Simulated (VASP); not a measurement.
Wanted: the native input for a VASP 6.6.1 run.

- Task: single point
- Functional: PBE
- Dispersion: D3(BJ)
- Potentials or basis: VASP PAW PBE potentials, release 64 (B, N)
- Cutoff: 520 eV
- k mesh: 12 × 12 × 4
- Occupations: gaussian, width 0.02 eV
- Spin: no spin polarisation
- Dipole correction: no
- Further INCAR settings: ALGO = Normal; EDIFF = 1e-06; NBANDS = 21

The structure of BN lies in POSCAR:

```
BN
1.0
    2.5061138137      0.0000000000      0.0000000000
   -1.2530569069      2.1703582275      0.0000000000
    0.7907721025      0.0000000000      9.8846512810
B N
3 3
Direct
    0.0000000000      0.0000000000      0.0003024559
    0.6666666667      0.3333333333      0.3336357892
    0.3333333333      0.6666666667      0.6669691226
    0.6666666667      0.3333333333      0.0005978774
    0.3333333333      0.6666666667      0.3339312108
    0.0000000000      0.0000000000      0.6672645441
```

This cell differs from its parent crystal: shear of c along a, cell held: +8.0 %, then relaxed in part.

One way to write it, as run:

INCAR

```
SYSTEM = BN
ALGO = Normal
EDIFF = 1E-6
ENCUT = 520
GGA = PE
ISIF = 2
ISMEAR = 0
IVDW = 12
LASPH = .True.
LCHARG = .False.
LREAL = .False.
LWAVE = .False.
NBANDS = 21
NELM = 100
PREC = Accurate
SIGMA = 0.02
```

KPOINTS

```
k-points
0
Gamma
  12 12 4
  0 0 0
```

Potentials or basis: VASP PAW PBE potentials, release 64 (B, N).

Launch:

```bash
$ cat potpaw_PBE.64/B/POTCAR potpaw_PBE.64/N/POTCAR > POTCAR
$ mpirun -np 1 vasp_std > vasp.out
```

It gave:

```
Pressure                   : 0.1 GPa
Largest force              : 0.005 eV/Å
Band gap on the k mesh     : 3.85 eV
Dispersion energy per atom : -0.142 eV
```

Caveat: the cell differs from its parent crystal (shear of c along a, cell held: +8.0 %, then relaxed in part).

Run time: 6.6 min on 1 thread of AMD EPYC 7R43 64-Core Processor (Zen 3), with other jobs on the host, peak memory 0.34 GiB.
